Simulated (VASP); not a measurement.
# HfZrSe4 (P6/mmm) in VASP: notebook, part 2 of 3

VASP 6.6.1. The steps go on from the part before.

### Step 3. Single point, PBE

This run uses another cell than the first one, of 22.68 Å³/atom, 1.116 times its volume.

The input, INCAR:

```
PREC     = Accurate       # precision mode
ENCUT    = 520            # plane-wave cutoff, eV
EDIFF    = 1E-7           # SCF threshold, eV
ISMEAR   = 0              # smearing method
SIGMA    = 0.1            # smearing width, eV
LREAL    = F              # projectors in reciprocal space
LASPH    = T              # aspherical terms in the spheres
NELM     = 100            # most SCF steps
ALGO     = Normal         # electronic algorithm
ISIF     = 2              # what is computed and relaxed
LWAVE    = F              # write WAVECAR
LCHARG   = F              # write CHGCAR
GGA      = PE             # functional
NBANDS   = 32             # bands
```

The input, KPOINTS:

```
regular mesh
0
Gamma
  6 6 2
```

The input, POSCAR:

```
HfZrSe4
1.0
    4.1526347100      0.0000000000      0.0000000000
   -2.0763173600      3.5962871500      0.0000000000
    0.0000000000      0.0000000000      9.1100879500
Zr Hf Se
1 1 4
Direct
    0.0000000000      0.0000000000      0.5000000000
    0.0000000000      0.0000000000      0.0000000000
    0.3333333300      0.6666666700      0.7664294200
    0.3333333300      0.6666666700      0.2335705800
    0.6666666700      0.3333333300      0.7664294200
    0.6666666700      0.3333333300      0.2335705800
```

Potentials or basis: VASP PAW PBE potentials, release 64 (Zr_sv, Hf_pv, Se).

Launch:

```console
> cat potpaw_PBE.64/Zr_sv/POTCAR potpaw_PBE.64/Hf_pv/POTCAR potpaw_PBE.64/Se/POTCAR > POTCAR
> mpirun -np 1 vasp_std > vasp.out
```

OUTCAR:

```text
PREC = Accurate
   ENCUT = 520
   EDIFF = 1E-7
   ISMEAR = 0
   LREAL = F
   LASPH = T
   NELM = 100
   ISIF = 2
   GGA = PE

 ion  position               nearest neighbor table
   1  0.000  0.000  0.500-
   2  0.000  0.000  0.000-   3 3.21   4 3.21   5 3.21   6 3.21   5 3.21   6 3.21   3 3.21   4 3.21
                             5 3.21   6 3.21   3 3.21   4 3.21
   3  0.333  0.667  0.766-   5 2.40   5 2.40   5 2.40   2 3.21   2 3.21   2 3.21
   4  0.333  0.667  0.234-   6 2.40   6 2.40   6 2.40   2 3.21   2 3.21   2 3.21
   5  0.667  0.333  0.766-   3 2.40   3 2.40   3 2.40   2 3.21   2 3.21   2 3.21
   6  0.667  0.333  0.234-   4 2.40   4 2.40   4 2.40   2 3.21   2 3.21   2 3.21

  LATTYP: Found a hexagonal cell.
 ALAT       =     4.1526347100
 C/A-ratio  =     2.1938091323

  Lattice vectors:

 A1 = (   4.1526347100,   0.0000000000,   0.0000000000)
 A2 = (  -2.0763173600,   3.5962871500,   0.0000000000)
 A3 = (   0.0000000000,   0.0000000000,   9.1100879500)

Analysis of symmetry for initial positions (statically):
=====================================================================
 Subroutine PRICEL returns:
 Original cell was already a primitive cell.

 Routine SETGRP: Setting up the symmetry group for a
 hexagonal supercell.

 Subroutine GETGRP returns: Found 24 space group operations
 (whereof 24 operations were pure point group operations)
 out of a pool of 24 trial point group operations.

The static configuration has the point symmetry D_6h.

Analysis of symmetry for dynamics (positions and initial velocities):
=====================================================================
 Subroutine PRICEL returns:
 Original cell was already a primitive cell.

 Routine SETGRP: Setting up the symmetry group for a
 hexagonal supercell.

 Subroutine GETGRP returns: Found 24 space group operations
 (whereof 24 operations were pure point group operations)
 out of a pool of 24 trial point group operations.

The dynamic configuration has the point symmetry D_6h.

 Subroutine INISYM returns: Found 24 space group operations
 (whereof 24 operations are pure point group operations),
 and found     1 'primitive' translations

----------------------------------------------------------------------------------------

                                     Primitive cell

  volume of cell :     136.0507

  direct lattice vectors                    reciprocal lattice vectors
     4.152634710  0.000000000  0.000000000     0.240810972  0.139032280  0.000000000
    -2.076317360  3.596287150  0.000000000     0.000000000  0.278064559  0.000000000
     0.000000000  0.000000000  9.110087950     0.000000000  0.000000000  0.109768424

  length of vectors
     4.152634710  4.152634711  9.110087950     0.278064559  0.278064559  0.109768424

  position of ions in fractional coordinates (direct lattice)
     0.000000000  0.000000000  0.500000000
     0.000000000  0.000000000  0.000000000
     0.333333330  0.666666670  0.766429420
     0.333333330  0.666666670  0.233570580
     0.666666670  0.333333330  0.766429420
     0.666666670  0.333333330  0.233570580

  ion indices of the primitive-cell ions
   primitive index   ion index
                 1           1
                 2           2
                 3           3
                 4           4
                 5           5
                 6           6
[... 36 lines left out ...]
  0.000000  0.000000  0.500000      1.000000
  0.166667 -0.000000  0.500000      6.000000
  0.333333  0.000000  0.500000      6.000000
  0.500000  0.000000  0.500000      3.000000
  0.166667  0.166667  0.500000      6.000000
  0.333333  0.166667  0.500000     12.000000
  0.333333  0.333333  0.500000      2.000000
   k-points           NKPTS =     14   k-points in BZ     NKDIM =     14   number of bands    NBANDS=     32
   number of dos      NEDOS =    301   number of ions     NIONS =      6
   total plane-waves  NPLWV =  71680
   dimension x,y,z NGX =    32 NGY =   32 NGZ =   70
   dimension x,y,z NGXF=    64 NGYF=   64 NGZF=  140
   ions per type =               1   1   4
   NGX,Y,Z   is equivalent  to a cutoff of  12.81, 12.81, 12.77 a.u.
   NGXF,Y,Z  is equivalent  to a cutoff of  25.62, 25.62, 25.55 a.u.
 SYSTEM =  unknown system
   PREC   = accura    normal or accurate (medium, high low for compatibility)
   ISTART =      0    job   : 0-new  1-cont  2-samecut
   ICHARG =      2    charge: 1-file 2-atom 10-const
   ISPIN  =      1    spin polarized calculation?
   LNONCOLLINEAR =      F non collinear calculations
   LSORBIT =      F    spin-orbit coupling
   LASPH  =      T    aspherical Exc in radial PAW
   ENCUT  =  520.0 eV  38.22 Ry    6.18 a.u.   7.72  7.72 16.94*2*pi/ulx,y,z
   NELM   =    100;   NELMIN=  2; NELMDL= -5     # of ELM steps
   EDIFF  = 0.1E-06   stopping-criterion for ELM
   LREAL  =      F    real-space projection
   EDIFFG = 0.1E-05   stopping-criterion for IOM
   NSW    =      0    number of steps for IOM
   IBRION =     -1    ionic relax: 0-MD 1-quasi-New 2-CG
   NFREE  =      0    steps in history (QN), initial steepest desc. (CG)
   ISIF   =      2    stress and relaxation
   ISYM   =      2    0-nonsym 1-usesym 2-fastsym
   POTIM  = 0.5000    time-step for ionic-motion
   TEBEG  =    0.0;   TEEND  =   0.0 temperature during run
   PSTRESS=    0.0 pullay stress
   NELECT =      46.0000    total number of electrons
   NUPDOWN=      -1.0000    fix difference up-down
   EMIN   =  10.00;   EMAX   =-10.00  energy-range for DOS
   EFERMI =   0.00;   METHOD = LEGACY
   ISMEAR =     0;   SIGMA  =   0.10  broadening in eV -4-tet -1-fermi 0-gaus
   EFERMI_NEDOS =   21; number of points for ismear=-14 and -15
   IALGO  =     38    algorithm
   IMIX   =      4    mixing-type and parameters
     AMIX     =   0.40;   BMIX     =  1.00
     AMIX_MAG =   1.60;   BMIX_MAG =  1.00
  volume/ion in A,a.u.               =      22.68       153.02
  Fermi-wavevector in a.u.,A,eV,Ry     =   1.140496  2.155226 17.697531  1.300732
  Thomas-Fermi vector in A             =   2.277198
   LORBIT       =      0    0 simple, 1 ext, 2 COOP (PROOUT), +10 PAW based schemes
   GGA     = PE    functional components
   LHFCALC =     F    Hartree Fock is set to
   AEXX    =    0.0000 exact exchange contribution
   IVDW    =     0    specifies the selected vdW correction
   LEPSILON=     F    determine dielectric tensor
   LRPA    =     F    only Hartree local field effects (RPA)
 non-spin polarized calculation
 Gauss-broadening in eV      SIGMA  =   0.10
  energy-cutoff  :      520.00
  volume of cell :      136.05
 maximum number of plane-waves:      3723
 NGX is ok and might be reduce to    32
   NGX = 15   NGY = 15   NGZ = 33

 number of electron      46.0000000 magnetization

 Free energy of the ion-electron system (eV)
  ---------------------------------------------------
  ext. energy  EPLUGINS =         0.00000000
  ---------------------------------------------------
  free energy    TOTEN  =       -26.50783853 eV

  energy without entropy =      -26.46239165  energy(sigma->0) =      -26.48511509

 E-fermi :   6.7316     XC(G=0): -10.3471

 val. band max:        6.7059990953   @ k =   0.5000   0.0000   0.5000
 cond. band min:       6.7680297731   @ k =   0.3333   0.0000   0.0000
 fundamental gap:      0.0620306778
 Fermi energy:         6.7315958865

 k-point     1 :       0.0000    0.0000    0.0000
  band No.  band energies     occupation
      1     -43.8486      2.00000
      2     -25.8998      2.00000
      3     -25.8998      2.00000
      4     -25.8940      2.00000
      5     -21.8437      2.00000
      6     -21.7734      2.00000
[... 479 lines left out ...]
     31       9.0064      0.00000
     32       9.2027      0.00000

------------------------ aborting loop because EDIFF is reached ----------------------------------------

  FORCE on cell =-STRESS in cart. coord.  units (eV):
  Direction    XX          YY          ZZ          XY          YZ          ZX
  --------------------------------------------------------------------------------------
  -------------------------------------------------------------------------------------
  Total       16.9720053     16.9720053    -12.4246062     -0.0000000     -0.0000000     -0.0000000
  in kB      199.8679142    199.8679140   -146.3162473     -0.0000003     -0.0000000     -0.0000000
  external PRESSURE =      84.4731936 kB  Pullay stress =       0.0000000 kB

 VOLUME and BASIS-vectors are now :
 -----------------------------------------------------------------------------
  energy-cutoff  :      520.00
  volume of cell :      136.05
      direct lattice vectors                 reciprocal lattice vectors
     4.152634710  0.000000000  0.000000000     0.240810972  0.139032280  0.000000000
    -2.076317360  3.596287150  0.000000000     0.000000000  0.278064559  0.000000000
     0.000000000  0.000000000  9.110087950     0.000000000  0.000000000  0.109768424

 POSITION                                       TOTAL-FORCE (eV/Angst)
 -----------------------------------------------------------------------------------
      0.00000      0.00000      4.55504        -0.000000      0.000000     -0.000000
      0.00000      0.00000      0.00000         0.000000      0.000000     -0.000000
     -0.00000      2.39752      6.98224         0.000000     -0.000000      0.022224
     -0.00000      2.39752      2.12785         0.000000     -0.000000     -0.022224
      2.07632      1.19876      6.98224        -0.000000      0.000000      0.022224
      2.07632      1.19876      2.12785        -0.000000      0.000000     -0.022224
 -----------------------------------------------------------------------------------
    total drift:                               -0.000000      0.000000      0.000000

  FREE ENERGIE OF THE ION-ELECTRON SYSTEM (eV)
  ---------------------------------------------------
  free  energy   TOTEN  =       -26.5078385294 eV

  energy  without entropy=      -26.4623916497  energy(sigma->0) =      -26.48511509
```

It took 45 s on 1 thread of AMD EPYC 9R45 (Zen 5), shared host; peak memory 0.24 GiB.

Results:

| Property | Result |
| --- | --- |
| Free energy | -26.5078 eV |
| Pressure | 8.4 GPa |
| Largest force | 0.022 eV/Å |
| Band gap on the k mesh | zero (band 23 reaches 7.33 eV, above the bottom of band 24 at 5.81 eV) |

Forces on the atoms (eV/Å):
```
Zr   0.000  0.000  0.000
Hf   0.000  0.000  0.000
Se   0.000  0.000  0.022
Se   0.000  0.000 -0.022
Se   0.000  0.000  0.022
Se   0.000  0.000 -0.022
```

Levels at points of the mesh, in eV from the Fermi level:
```tsv
k point	band 21	band 22	band 23	band 24	band 25	band 26
(0.00, 0.00, 0.00)	-1.48	-1.48	-0.68	-0.43	-0.43	-0.29
(0.50, 0.00, 0.00)	-0.08	0.30	0.42	0.84	1.07	1.09
(0.00, 0.00, 0.50)	-1.96	-1.38	-1.02	-0.47	-0.16	-0.07
(0.50, 0.00, 0.50)	0.26	0.46	0.59	0.68	0.99	0.99
```

Caveat: spin-orbit coupling is left out, which moves the levels of the heavy elements.

(Continued in part 3 of 3.)
